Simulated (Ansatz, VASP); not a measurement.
# Ga4Sb3As in VASP and in Ansatz

File INCAR:

```
ALGO = Normal
EDIFF = 1E-7
EDIFFG = -0.01
ENCUT = 600
GGA = PE
IBRION = 2
ISIF = 3
ISMEAR = 0
LASPH = True
LCHARG = False
LREAL = False
LWAVE = False
NELM = 100
NSW = 100
PREC = Accurate
SIGMA = 0.1
```

The input KPOINTS:

```
k-points
0
Gamma
  6 6 6
```

The input POSCAR:

```
Ga4Sb3As
1.0
    6.0994021848      0.0000000000      0.0000000000
    0.0000000000      6.0994021848      0.0000000000
    0.0000000000      0.0000000000      6.0994021848
Ga Sb As
4 3 1
Direct
    0.2587978533      0.7412021467      0.2587978533
    0.2587978533      0.2587978533      0.7412021467
    0.7412021467      0.7412021467      0.7412021467
    0.7412021467      0.2587978533      0.2587978533
    0.5000000000      0.0000000000      0.0000000000
    0.0000000000      0.0000000000      0.5000000000
    0.0000000000      0.5000000000      0.0000000000
    0.5000000000      0.5000000000      0.5000000000
```

Input for Ansatz:

```yaml
crystal:
  lattice:
    - [6.0994021848, 0.0, 0.0]
    - [0.0, 6.0994021848, 0.0]
    - [0.0, 0.0, 6.0994021848]
  atoms:
    - { symbol: Ga, position: [0.2587978533, 0.7412021467, 0.2587978533] }
    - { symbol: Ga, position: [0.2587978533, 0.2587978533, 0.7412021467] }
    - { symbol: Ga, position: [0.7412021467, 0.7412021467, 0.7412021467] }
    - { symbol: Ga, position: [0.7412021467, 0.2587978533, 0.2587978533] }
    - { symbol: Sb, position: [0.5, 0.0, 0.0] }
    - { symbol: Sb, position: [0.0, 0.0, 0.5] }
    - { symbol: Sb, position: [0.0, 0.5, 0.0] }
    - { symbol: As, position: [0.5, 0.5, 0.5] }
basis:
  ecutwfc: 420
kpoints:
  mp_grid: { grid: [6, 6, 6] }
hamiltonian:
  xc: pbe
scf:
  occupations: { method: gaussian, width: 0.1 }
output:
  forces: true
  stress: true
  eigenvalues: true
  write_density: true
  write_potential: true
  elf: true
  volumetric_format: npy
relax:
  adjacent_minimum: "off"
  f_tol: 0.01
  max_steps: 80
  cell: { stress_tol: 0.05 }
```

Alike in both runs: task relaxation of cell and atoms; functional PBE; k mesh 6 × 6 × 6; occupations gaussian, width 0.1 eV; no spin polarisation.

|  | VASP | Ansatz |
| --- | --- | --- |
| version | VASP 6.6.1 | Ansatz 0.2.0 |
| potentials or method | VASP PAW PBE potentials, release 64 (Ga_d, Sb, As), cutoff 600 eV | scalar-relativistic, plane waves, PAW |
| valence electrons in the cell | 72 | 112 |

```csv
,VASP,Ansatz,Ansatz less VASP
"gap on the k mesh at the Fermi level, each at its own relaxed structure (eV)",none,none,-
relaxed volume (Å³/atom),28.44,28.36,-0.073
relaxed length of the cell vector where the two differ most in proportion (Å),6.105,6.099,-0.0052
```

A gap of «none» marks a metal or a gap that the smearing closes. VASP's potentials hold 72 valence electrons a cell and Ansatz's 112, so a difference there can come from the potentials and not from the codes.

Spin-orbit coupling is off throughout.
